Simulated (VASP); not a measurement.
# I (Cmce) in VASP: notebook

I is run at these levels: PBE, LDA; tasks: electric field gradients.

All numbers are computed with VASP 6.6.1; they aren't measurements. Logs are shortened: lines on timing, memory, paths and dates and some standing lists are left out, and cuts for length are marked.

### Step 1. The cell of the first run

It takes space group Cmce (No. 64, orthorhombic). Conventional cell: a = 7.255 Å, b = 4.795 Å, c = 9.780 Å, α = 90.00°, β = 90.00°, γ = 90.00°. I (site symmetry m) has 3 I at 2.70 to 3.54 Å within 3.6 Å.

### Step 2. Electric field gradients, PBE

INCAR

```
  PREC = Accurate
  ENCUT = 520
  EDIFF = 1E-8
  ISMEAR = -1
  SIGMA = 0.05
  LREAL = F
  LASPH = T
  NELM = 60
  ALGO = Normal
  ISIF = 2
  LWAVE = F
  LCHARG = F
  GGA = PE
  LEFG = T
  NBANDS = 22
```

KPOINTS

```
Automatic mesh
0
Gamma
  8 8 4
```

POSCAR

```
I
1.0
    3.6275000000     -2.3975000000      0.0000000000
    3.6275000000      2.3975000000      0.0000000000
    0.0000000000      0.0000000000      9.7800000000
I
4
Direct
    0.8500000000      0.1500000000      0.1170000000
    0.6500000000      0.3500000000      0.6170000000
    0.1500000000      0.8500000000      0.8830000000
    0.3500000000      0.6500000000      0.3830000000
```

Potentials or basis: VASP PAW PBE potentials, release 64 (I).

Run with:

```bash
$ cat potpaw_PBE.64/I/POTCAR > POTCAR
$ mpirun -np 1 vasp_std > vasp.out
```

OUTCAR:

```text
PREC = Accurate
   ENCUT = 520
   EDIFF = 1E-8
   ISMEAR = -1
   LREAL = F
   LASPH = T
   NELM = 60
   ISIF = 2
   GGA = PE

 ion  position               nearest neighbor table
   1  0.850  0.150  0.117-   3 2.70   4 3.54   4 3.54
   2  0.650  0.350  0.617-   4 2.70   3 3.54   3 3.54
   3  0.150  0.850  0.883-   1 2.70   2 3.54   2 3.54
   4  0.350  0.650  0.383-   2 2.70   1 3.54   1 3.54

  LATTYP: Found a base centered orthorhombic cell.
 ALAT       =     4.7950000000
 B/A-ratio  =     1.5130344108
 C/A-ratio  =     2.0396246090

  Lattice vectors:

 A1 = (  -3.6275000000,  -2.3975000000,   0.0000000000)
 A2 = (   3.6275000000,  -2.3975000000,   0.0000000000)
 A3 = (   0.0000000000,   0.0000000000,   9.7800000000)

Analysis of symmetry for initial positions (statically):
=====================================================================
 Subroutine PRICEL returns:
 Original cell was already a primitive cell.

 Routine SETGRP: Setting up the symmetry group for a
 base centered orthorhombic supercell.

 Subroutine GETGRP returns: Found  8 space group operations
 (whereof  4 operations were pure point group operations)
 out of a pool of  8 trial point group operations.

The static configuration has the point symmetry C_2h.
 The point group associated with its full space group is D_2h.

Analysis of symmetry for dynamics (positions and initial velocities):
=====================================================================
 Subroutine PRICEL returns:
 Original cell was already a primitive cell.

 Routine SETGRP: Setting up the symmetry group for a
 base centered orthorhombic supercell.

 Subroutine GETGRP returns: Found  8 space group operations
 (whereof  4 operations were pure point group operations)
 out of a pool of  8 trial point group operations.

The dynamic configuration has the point symmetry C_2h.
 The point group associated with its full space group is D_2h.

 Subroutine INISYM returns: Found  8 space group operations
 (whereof  4 operations are pure point group operations),
 and found     1 'primitive' translations

----------------------------------------------------------------------------------------

                                     Primitive cell

  volume of cell :     170.1120

  direct lattice vectors                    reciprocal lattice vectors
     3.627500000 -2.397500000  0.000000000     0.137835975 -0.208550574  0.000000000
     3.627500000  2.397500000  0.000000000     0.137835975  0.208550574  0.000000000
     0.000000000  0.000000000  9.780000000     0.000000000  0.000000000  0.102249489

  length of vectors
     4.348190716  4.348190716  9.780000000     0.249984195  0.249984195  0.102249489

  position of ions in fractional coordinates (direct lattice)
     0.850000000  0.150000000  0.117000000
     0.650000000  0.350000000  0.617000000
     0.150000000  0.850000000  0.883000000
     0.350000000  0.650000000  0.383000000

  ion indices of the primitive-cell ions
   primitive index   ion index
                 1           1
                 2           2
                 3           3
                 4           4

----------------------------------------------------------------------------------------

 KPOINTS: Automatic mesh

Automatic generation of k-mesh.
 Grid dimensions read from file:
 generate k-points for:    8    8    4

 Generating k-lattice:

  Cartesian coordinates                     Fractional coordinates (reciprocal lattice)
     0.017229497 -0.026068822  0.000000000     0.125000000  0.000000000  0.000000000
     0.017229497  0.026068822  0.000000000     0.000000000  0.125000000  0.000000000
[... 42 lines left out ...]
   total plane-waves  NPLWV =  81920
   dimension x,y,z NGX =    32 NGY =   32 NGZ =   80
   dimension x,y,z NGXF=    64 NGYF=   64 NGZF=  160
   ions per type =               4
   NGX,Y,Z   is equivalent  to a cutoff of  12.23, 12.23, 13.60 a.u.
   NGXF,Y,Z  is equivalent  to a cutoff of  24.47, 24.47, 27.20 a.u.
 SYSTEM =  unknown system
   PREC   = accura    normal or accurate (medium, high low for compatibility)
   ISTART =      0    job   : 0-new  1-cont  2-samecut
   ICHARG =      2    charge: 1-file 2-atom 10-const
   ISPIN  =      1    spin polarized calculation?
   LNONCOLLINEAR =      F non collinear calculations
   LSORBIT =      F    spin-orbit coupling
   LASPH  =      T    aspherical Exc in radial PAW
   ENCUT  =  520.0 eV  38.22 Ry    6.18 a.u.   8.08  8.08 18.18*2*pi/ulx,y,z
   NELM   =     60;   NELMIN=  2; NELMDL= -5     # of ELM steps
   EDIFF  = 0.1E-07   stopping-criterion for ELM
   LREAL  =      F    real-space projection
   EDIFFG = 0.1E-06   stopping-criterion for IOM
   NSW    =      0    number of steps for IOM
   IBRION =     -1    ionic relax: 0-MD 1-quasi-New 2-CG
   NFREE  =      0    steps in history (QN), initial steepest desc. (CG)
   ISIF   =      2    stress and relaxation
   ISYM   =      2    0-nonsym 1-usesym 2-fastsym
   POTIM  = 0.5000    time-step for ionic-motion
   TEBEG  =    0.0;   TEEND  =   0.0 temperature during run
   PSTRESS=    0.0 pullay stress
   NELECT =      28.0000    total number of electrons
   NUPDOWN=      -1.0000    fix difference up-down
   EMIN   =  10.00;   EMAX   =-10.00  energy-range for DOS
   EFERMI =   0.00;   METHOD = LEGACY
   ISMEAR =    -1;   SIGMA  =   0.05  broadening in eV -4-tet -1-fermi 0-gaus
   EFERMI_NEDOS =   21; number of points for ismear=-14 and -15
   IALGO  =     38    algorithm
   IMIX   =      4    mixing-type and parameters
     AMIX     =   0.40;   BMIX     =  1.00
     AMIX_MAG =   1.60;   BMIX_MAG =  1.00
  volume/ion in A,a.u.               =      42.53       286.99
  Fermi-wavevector in a.u.,A,eV,Ry     =   0.897186  1.695436 10.951913  0.804943
  Thomas-Fermi vector in A             =   2.019739
   LORBIT       =      0    0 simple, 1 ext, 2 COOP (PROOUT), +10 PAW based schemes
   GGA     = PE    functional components
   LHFCALC =     F    Hartree Fock is set to
   AEXX    =    0.0000 exact exchange contribution
   IVDW    =     0    specifies the selected vdW correction
   LEPSILON=     F    determine dielectric tensor
   LRPA    =     F    only Hartree local field effects (RPA)
 non-spin polarized calculation
  energy-cutoff  :      520.00
  volume of cell :      170.11
 maximum number of plane-waves:      4624
   NGX = 17   NGY = 17   NGZ = 37

 number of electron      28.0000000 magnetization

 Free energy of the ion-electron system (eV)
  ---------------------------------------------------
  ext. energy  EPLUGINS =         0.00000000
  ---------------------------------------------------
  free energy    TOTEN  =        -5.92375199 eV

  energy without entropy =       -5.92375122  energy(sigma->0) =       -5.92375160

 E-fermi :   3.1610     XC(G=0):  -8.0331

 val. band max:        2.5427144779   @ k =   0.5000   0.0000   0.5000
 cond. band min:       3.7785744899   @ k =   0.5000   0.5000   0.0000
 fundamental gap:      1.2358600120
 Fermi energy:         3.1609658016

 k-point     1 :       0.0000    0.0000    0.0000
  band No.  band energies     occupation
      1     -10.9934      2.00000
      2     -10.5008      2.00000
      3      -9.0343      2.00000
      4      -8.0493      2.00000
      5      -1.9682      2.00000
      6      -0.6074      2.00000
[... 589 lines left out ...]
     21       9.7742      0.00000
     22      10.1244      0.00000

 [... further k-points ...]

------------------------ aborting loop because EDIFF is reached ----------------------------------------

  FORCE on cell =-STRESS in cart. coord.  units (eV):
  Direction    XX          YY          ZZ          XY          YZ          ZX
  --------------------------------------------------------------------------------------
  -------------------------------------------------------------------------------------
  Total        1.3786313      1.0080568      2.0528780      0.0000000     -0.0000000      0.0000000
  in kB       12.9844581      9.4942510     19.3347624      0.0000000     -0.0000000      0.0000000
  external PRESSURE =      13.9378238 kB  Pullay stress =       0.0000000 kB

 VOLUME and BASIS-vectors are now :
 -----------------------------------------------------------------------------
  energy-cutoff  :      520.00
  volume of cell :      170.11
      direct lattice vectors                 reciprocal lattice vectors
     3.627500000 -2.397500000  0.000000000     0.137835975 -0.208550574  0.000000000
     3.627500000  2.397500000  0.000000000     0.137835975  0.208550574  0.000000000
     0.000000000  0.000000000  9.780000000     0.000000000  0.000000000  0.102249489

 POSITION                                       TOTAL-FORCE (eV/Angst)
 -----------------------------------------------------------------------------------
      3.62750     -1.67825      1.14426         0.000000      0.287866      0.550660
      3.62750     -0.71925      6.03426         0.000000     -0.287866      0.550660
      3.62750      1.67825      8.63574         0.000000     -0.287866     -0.550660
      3.62750      0.71925      3.74574         0.000000      0.287866     -0.550660
 -----------------------------------------------------------------------------------
    total drift:                                0.000000      0.000000      0.000000

  FREE ENERGIE OF THE ION-ELECTRON SYSTEM (eV)
  ---------------------------------------------------
  free  energy   TOTEN  =        -5.9237519903 eV

  energy  without entropy=       -5.9237512168  energy(sigma->0) =       -5.92375160

 Electric field gradients (V/A^2)
---------------------------------------------------------------------
 ion       V_xx      V_yy      V_zz      V_xy      V_xz      V_yz
---------------------------------------------------------------------
   1    -750.494    12.742   737.751    -0.000    -0.000   713.872
   2    -750.494    12.742   737.751    -0.000     0.000  -713.872
   3    -750.494    12.742   737.751    -0.000    -0.000   713.872
   4    -750.494    12.742   737.751    -0.000     0.000  -713.872
---------------------------------------------------------------------

 Electric field gradients after diagonalization (V/A^2)
 (convention: |V_zz| > |V_xx| > |V_yy|)
----------------------------------------------------------------------
 ion       V_xx      V_yy      V_zz     asymmetry (V_yy - V_xx)/ V_zz
----------------------------------------------------------------------
   1    -750.494  -425.392  1175.886       0.276
   2    -750.494  -425.392  1175.886       0.276
   3    -750.494  -425.392  1175.886       0.276
   4    -750.494  -425.392  1175.886       0.276
----------------------------------------------------------------------

           NMR quadrupolar parameters

 Cq : quadrupolar parameter    Cq=e*Q*V_zz/h
 eta: asymmetry parameters     (V_yy - V_xx)/ V_zz
 Q  : nuclear electric quadrupole moment in mb (millibarn)
----------------------------------------------------------------------
 ion       Cq(MHz)       eta       Q (mb)
----------------------------------------------------------------------
   1       2.843       0.276       1.000
   2       2.843       0.276       1.000
   3       2.843       0.276       1.000
   4       2.843       0.276       1.000
----------------------------------------------------------------------
```

Run time: 2.3 min. Hardware: 1 thread of Intel Xeon Platinum 8488C (Sapphire Rapids), shared host; peak memory 0.37 GiB.

What came out:

| Property | Result |
| --- | --- |
| Free energy | -5.9238 eV |
| Pressure | 1.4 GPa |
| Largest force | 0.621 eV/Å |
| Band gap on the k mesh | 1.24 eV (least direct gap 1.37 eV) |
| Largest electric field gradient by atom | I +1175.9 V/Å² |

Forces on the atoms (eV/Å):
```
I    0.000  0.288  0.551
I    0.000 -0.288  0.551
I    0.000 -0.288 -0.551
I    0.000  0.288 -0.551
```

Electric field gradients, principal values (V/Å²):
| atom | least | middle | greatest (by size) |
| --- | --- | --- | --- |
| 1 I | -425.392 | -750.494 | 1175.886 |
| 2 I | -425.392 | -750.494 | 1175.886 |
| 3 I | -425.392 | -750.494 | 1175.886 |
| 4 I | -425.392 | -750.494 | 1175.886 |

Caveat: without QUAD_EFG the Cq values of the log hold for a quadrupole moment of 1 mb, not for the nuclei; spin-orbit coupling is left out, which moves the levels of the heavy elements. A k mesh can miss the band edges.

### Step 3. Electric field gradients, LDA

INCAR

```
PREC = Accurate
ENCUT = 520
EDIFF = 1E-8
ISMEAR = -1
SIGMA = 0.05
LREAL = F
LASPH = T
NELM = 80
ALGO = Normal
ISIF = 2
LWAVE = F
LCHARG = F
GGA = CA
LEFG = T
NBANDS = 22
```

KPOINTS

```
regular mesh
0
Gamma
  8 8 4
```

POSCAR is that of step 2.

Potentials or basis: VASP PAW LDA potentials, release 64 (I).

Run with:

```bash
$ cat potpaw_LDA.64/I/POTCAR > POTCAR
$ mpirun -np 1 vasp_std > vasp.out
```

OUTCAR:

```text
PREC = Accurate
   ENCUT = 520
   EDIFF = 1E-8
   ISMEAR = -1
   LREAL = F
   LASPH = T
   NELM = 80
   ISIF = 2
   GGA = CA

 ion  position               nearest neighbor table
   1  0.850  0.150  0.117-   3 2.70   4 3.54   4 3.54
   2  0.650  0.350  0.617-   4 2.70   3 3.54   3 3.54
   3  0.150  0.850  0.883-   1 2.70   2 3.54   2 3.54
   4  0.350  0.650  0.383-   2 2.70   1 3.54   1 3.54

  LATTYP: Found a base centered orthorhombic cell.
 ALAT       =     4.7950000000
 B/A-ratio  =     1.5130344108
 C/A-ratio  =     2.0396246090

  Lattice vectors:
[... 829 lines left out ...]
 ion       V_xx      V_yy      V_zz      V_xy      V_xz      V_yz
---------------------------------------------------------------------
   1    -756.804    18.982   737.822     0.000     0.000   707.252
   2    -756.804    18.982   737.822    -0.000    -0.000  -707.252
   3    -756.804    18.982   737.822     0.000    -0.000   707.252
   4    -756.804    18.982   737.822     0.000    -0.000  -707.252
---------------------------------------------------------------------

 Electric field gradients after diagonalization (V/A^2)
 (convention: |V_zz| > |V_xx| > |V_yy|)
----------------------------------------------------------------------
 ion       V_xx      V_yy      V_zz     asymmetry (V_yy - V_xx)/ V_zz
----------------------------------------------------------------------
   1    -756.804  -414.938  1171.742       0.292
   2    -756.804  -414.938  1171.742       0.292
   3    -756.804  -414.938  1171.742       0.292
   4    -756.804  -414.938  1171.742       0.292
----------------------------------------------------------------------

           NMR quadrupolar parameters

 Cq : quadrupolar parameter    Cq=e*Q*V_zz/h
 eta: asymmetry parameters     (V_yy - V_xx)/ V_zz
 Q  : nuclear electric quadrupole moment in mb (millibarn)
----------------------------------------------------------------------
 ion       Cq(MHz)       eta       Q (mb)
----------------------------------------------------------------------
   1       2.833       0.292       1.000
   2       2.833       0.292       1.000
   3       2.833       0.292       1.000
   4       2.833       0.292       1.000
----------------------------------------------------------------------
```

OSZICAR:

```text
N       E                     dE             d eps       ncg     rms          rms(c)
DAV:   1     0.150318467547E+03    0.15032E+03   -0.10262E+04  2772   0.102E+03
DAV:   2     0.437332480831E+01   -0.14595E+03   -0.14124E+03  3798   0.154E+02
DAV:   3    -0.783717359251E+01   -0.12210E+02   -0.12166E+02  3540   0.512E+01
DAV:   4    -0.811573120855E+01   -0.27856E+00   -0.27851E+00  3526   0.915E+00
DAV:   5    -0.812212306937E+01   -0.63919E-02   -0.63918E-02  3472   0.139E+00    0.966E+00
DAV:   6    -0.791201415819E+01    0.21011E+00   -0.17229E-01  3222   0.182E+00    0.655E+00
DAV:   7    -0.784846518619E+01    0.63549E-01   -0.41506E-01  3222   0.275E+00    0.719E-01
DAV:   8    -0.783734698509E+01    0.11118E-01   -0.60570E-02  2994   0.115E+00    0.338E-01
DAV:   9    -0.783745696196E+01   -0.10998E-03   -0.13999E-03  3402   0.205E-01    0.260E-01
DAV:  10    -0.783751074983E+01   -0.53788E-04   -0.32211E-04  3168   0.862E-02    0.219E-01
DAV:  11    -0.783745879892E+01    0.51951E-04   -0.63673E-05  3180   0.356E-02    0.703E-02
DAV:  12    -0.783743066108E+01    0.28138E-04   -0.28592E-05  3174   0.258E-02    0.354E-02
DAV:  13    -0.783742468803E+01    0.59730E-05   -0.12510E-05  3186   0.160E-02    0.144E-02
DAV:  14    -0.783742336671E+01    0.13213E-05   -0.41331E-06  3300   0.951E-03    0.836E-03
DAV:  15    -0.783742346737E+01   -0.10066E-06   -0.62934E-07  3350   0.344E-03    0.549E-03
DAV:  16    -0.783742340500E+01    0.62373E-07   -0.14248E-07  3042   0.178E-03    0.530E-04
DAV:  17    -0.783742340970E+01   -0.46996E-08   -0.13350E-08  1894   0.629E-04
   1 F= -.78374234E+01 E0= -.78374225E+01  d E =-.188729E-05
```

stdout:

```text
POSCAR found type information on POSCAR I
 POSCAR found :  1 types and       4 ions
 scaLAPACK will be used
 LDA part: xc-table for (Slater(with rela. corr.)+CA(PZ))
 , standard interpolation
 POSCAR, INCAR and KPOINTS ok, starting setup
 FFT: planning ... GRIDC
 FFT: planning ... GRID_SOFT
 FFT: planning ... GRID
 WAVECAR not read
 entering main loop
ion   1

ion   2

ion   3

ion   4
```

It took 2.2 min on 1 thread of Intel Xeon Platinum 8488C (Sapphire Rapids), shared host; peak memory 0.33 GiB.

What came out:

| Property | Result |
| --- | --- |
| Free energy | -7.8374 eV |
| Pressure | -1.2 GPa |
| Largest force | 0.521 eV/Å |
| Band gap on the k mesh | 1.14 eV (least direct gap 1.28 eV) |
| Largest electric field gradient by atom | I +1171.7 V/Å² |

Forces in eV/Å, atoms in the order of the input:
```
I    0.000  0.209  0.478
I    0.000 -0.209  0.478
I    0.000 -0.209 -0.478
I    0.000  0.209 -0.478
```

Electric field gradients, principal values (V/Å²):
| atom | least | middle | greatest (by size) |
| --- | --- | --- | --- |
| 1 I | -414.938 | -756.804 | 1171.742 |
| 2 I | -414.938 | -756.804 | 1171.742 |
| 3 I | -414.938 | -756.804 | 1171.742 |
| 4 I | -414.938 | -756.804 | 1171.742 |

Caveat: without QUAD_EFG the Cq values of the log hold for a quadrupole moment of 1 mb, not for the nuclei; spin-orbit coupling is left out, which moves the levels of the heavy elements. A k mesh can miss the band edges.
